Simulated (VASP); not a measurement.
Wanted: the native input for a VASP 6.6.1 run.

```yaml
Task: single point
Functional: PBE
Potentials_or_basis: VASP PAW PBE potentials, release 64 (Na_pv, Cl, Zn)
Cutoff: 520 eV
k_mesh: 1 × 1 × 1
Occupations: fermi-dirac, width 0.1379 eV
Spin: no spin polarisation
Dipole_correction: no
Further_INCAR_settings: LREAL = Auto; ALGO = Normal; EDIFF = 1e-06; NBANDS = 73; ISYM = 0
```

The structure of NaZnCl3 lies in POSCAR:

```
NaZnCl3
1.0
    7.3746020000      0.0495700000      0.0246180000
    0.0495700000      7.3079440000      0.1589410000
    0.0246180000      0.1589410000      7.5744090000
Na Cl Zn
3 9 3
Direct
    0.6750173884      0.4874442390      0.6887158519
    0.8395722667      1.0005129611      1.1853625648
    0.2244944761      0.1604720000      0.2077338067
    0.2613161920      0.2610812926      0.9017502747
    0.5532323560      0.9028525245      0.8117702969
    0.7436634527      0.3652175384      0.0830766403
    0.1599135648      0.8505182734      0.1331511175
    0.9844585140      0.1103808674      0.5472294346
    0.6703293530      0.6802085459      0.2870613147
    0.7888948863      0.2497230716      0.8350158740
    0.3492903045      0.5260150661      0.4948190427
    0.5072330030      0.1162531319      0.3724028566
    0.2156720541      0.6120693739      0.8146949375
    0.2523032114      0.1514132211      0.6082004590
    0.4481105509      0.7085565147      0.0529242260
```

One way to write it, as run:

INCAR

```
SYSTEM = NaZnCl3
PREC = Accurate
ENCUT = 520
EDIFF = 1E-6
ISMEAR = -1
SIGMA = 0.1379
LREAL = Auto
LASPH = .True.
NELM = 80
ALGO = Normal
ISIF = 2
LWAVE = .False.
LCHARG = .False.
GGA = PE
NBANDS = 73
ISYM = 0
```

KPOINTS

```
regular mesh
0
Gamma
  1 1 1
  0 0 0
```

Potentials or basis: VASP PAW PBE potentials, release 64 (Na_pv, Cl, Zn).

Command:

```sh
$ cat potpaw_PBE.64/Na_pv/POTCAR potpaw_PBE.64/Cl/POTCAR potpaw_PBE.64/Zn/POTCAR > POTCAR
$ mpirun -np 1 vasp_gam > vasp.out
```

Results of the run:

```
Pressure               : 2.4 GPa
Largest force          : 3.478 eV/Å
Band gap on the k mesh : 0.68 eV
```

Caveat: the k points lie up to 0.86 Å⁻¹ apart.

Wall time 50 s on 1 thread of Intel(R) Xeon(R) 6975P-C (Granite Rapids), on a shared host, peak memory 0.38 GiB.
